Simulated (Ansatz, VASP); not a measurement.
## Au: VASP beside Ansatz

Contents of INCAR:

```
SYSTEM = Au
PREC = Accurate
ENCUT = 520
EDIFF = 1E-6
ISMEAR = 0
SIGMA = 0.15
LREAL = .FALSE.
LASPH = .TRUE.
NELM = 100
ALGO = Fast
ISIF = 2
LWAVE = .FALSE.
LCHARG = .FALSE.
GGA = PS
NBANDS = 12
```

File KPOINTS:

```
Automatic mesh
0
G
  22 22 22
  0 0 0
```

Contents of POSCAR:

```
Au
1.0
    0.0000000000      1.8742104990      2.4364736487
    1.8742104990      0.0000000000      2.4364736487
    1.8742104990      1.8742104990      0.0000000000
Au
1
Direct
    0.0000000000      0.0000000000      0.0000000000
```

Input for Ansatz:

```yaml
crystal:
  lattice:
    - [0.0, 1.874210499, 2.4364736487]
    - [1.874210499, 0.0, 2.4364736487]
    - [1.874210499, 1.874210499, 0.0]
  atoms:
    - { symbol: Au, position: [0.0, 0.0, 0.0] }
basis:
  ecutwfc: 420
kpoints:
  mp_grid: { grid: [22, 22, 22] }
hamiltonian:
  xc: pbesol
scf:
  occupations: { method: gaussian, width: 0.15 }
output:
  forces: true
  stress: true
  eigenvalues: true
```

Alike in both runs: task single point; functional PBEsol; k mesh 22 × 22 × 22; occupations gaussian, width 0.15 eV; no spin polarisation.

|  | VASP | Ansatz |
| --- | --- | --- |
| version | VASP 6.6.1 | Ansatz 0.2.0 |
| potentials or method | VASP PAW PBE potentials, release 64 (Au), cutoff 520 eV | scalar-relativistic, plane waves, PAW |
| valence electrons in the cell | 11 | 19 |

```tsv
	VASP	Ansatz	Ansatz less VASP
gap on the k mesh at the Fermi level (eV)	none	none	-
pressure (GPa)	5.7	6.0	+0.30
traceless stress, the component that is largest in VASP (GPa)	-14.79	-14.86	-0.068
```

VASP's potentials were made for PBE, not for PBEsol. A gap of «none» marks a metal or a gap that the smearing closes. VASP's potentials hold 11 valence electrons a cell and Ansatz's 19, so a difference there can come from the potentials and not from the codes.

Neither program's run includes spin-orbit coupling.
